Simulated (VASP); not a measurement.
NaCl:

```
Na Cl
1.0
     0.00000    2.84709    2.84709
     2.84709    0.00000    2.84709
     2.84709    2.84709    0.00000
Na Cl
1 1
Direct
  0.00000 0.00000 0.00000
  0.50000 0.50000 0.50000
```

| Quantity | Value |
| --- | --- |
| Program | VASP 6.6.1 |
| Task | relaxation of cell and atoms |
| Functional | PBEsol |
| Potentials or basis | VASP PAW PBE potentials, release 64 (Na_pv, Cl) |
| Cutoff | 600 eV |
| k mesh | 8 × 8 × 8 |
| Occupations | fermi-dirac, width 0.02 eV |
| Spin | no spin polarisation |

At the start: pressure -1.1 GPa; volume 23.08 Å³/atom.

**Question.** How do energy, volume and symmetry change on relaxing?

**Answer.** Over 4 steps the energy falls by 3.8 meV/atom and the volume is 22.02 Å³/atom (-4.6 %); space group Fm-3m (No. 225, to 0.1 Å) before and after.

Step by step:
```
step  energy change (eV)  largest force (eV/Å)  pressure (GPa)  volume (Å³)
   1              0.0000                0.0000           -1.09        46.16
   2             -0.0056                0.0000           -0.58        45.11
   3             -0.0075                0.0000           -0.14        44.29
   4             -0.0077                0.0000            0.03        44.04
```

Final structure:
```
Na Cl
1.0
     0.00000    2.80293    2.80293
     2.80293    0.00000    2.80293
     2.80293    2.80293    0.00000
Na Cl
1 1
Cartesian
  0.0000 0.0000 0.0000
  2.8029 2.8029 2.8029
```

Caveat: the PAW data sets were made with another functional, which shifts forces and pressure a little.
